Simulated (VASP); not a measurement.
## CsGaB: single point with PBE

The system is CsGaB.

```xyz
3
Lattice="4.2256 0.0000 0.0000 0.0000 4.2256 0.0000 0.0000 0.0000 7.0577" Properties=species:S:1:pos:R:3 pbc="T T T"
Cs    2.1128    2.1128    3.5288
Ga    2.1128    2.1128    0.0000
B     0.0000    0.0000    3.5288
```

The cell was generated, and may not be a known phase.

- Program: VASP 6.6.1
- Task: single point
- Functional: PBE
- Potentials or basis: VASP PAW PBE potentials, release 64 (Cs_sv, Ga_d, B)
- Cutoff: 520 eV
- k mesh: 12 × 12 × 8
- Occupations: gaussian, width 0.1 eV
- Spin: no spin polarisation

```
Pressure               : 0.1 GPa
Band gap on the k mesh : zero (an odd number of electrons rules out a gap without spin polarisation)
```

Levels at points of the mesh, in eV from the Fermi level:
```
           k point  band 8  band 9  band 10  band 11  band 12  band 13  band 14  band 15  band 16  band 17
(0.00, 0.00, 0.00)   -8.73   -8.73    -6.21    -5.47    -0.05     1.59     1.59     1.83     2.56     2.75
(0.50, 0.00, 0.00)   -9.01   -8.54    -5.56    -3.81    -0.78    -0.45    -0.21    -0.11     1.49     3.20
(0.50, 0.50, 0.00)   -9.46   -8.91    -5.56    -5.05     0.23     0.23     0.74     1.79     1.79     2.12
(0.00, 0.00, 0.50)   -8.73   -8.73    -5.72    -5.61    -0.33     0.55     1.61     1.61     2.49     2.49
(0.50, 0.00, 0.50)   -9.08   -8.54    -5.20    -3.80    -1.26    -0.88    -0.11     0.38     1.11     3.00
(0.50, 0.50, 0.50)   -9.45   -8.97    -5.55    -4.72     0.00     0.00     0.60     0.82     1.66     1.66
```

Wall time 7.7 min on 1 thread of AMD EPYC 7R43 64-Core Processor (Zen 3) (shared host), peak memory 0.47 GiB.

Caveat: spin-orbit coupling is left out, which moves the levels of the heavy elements.
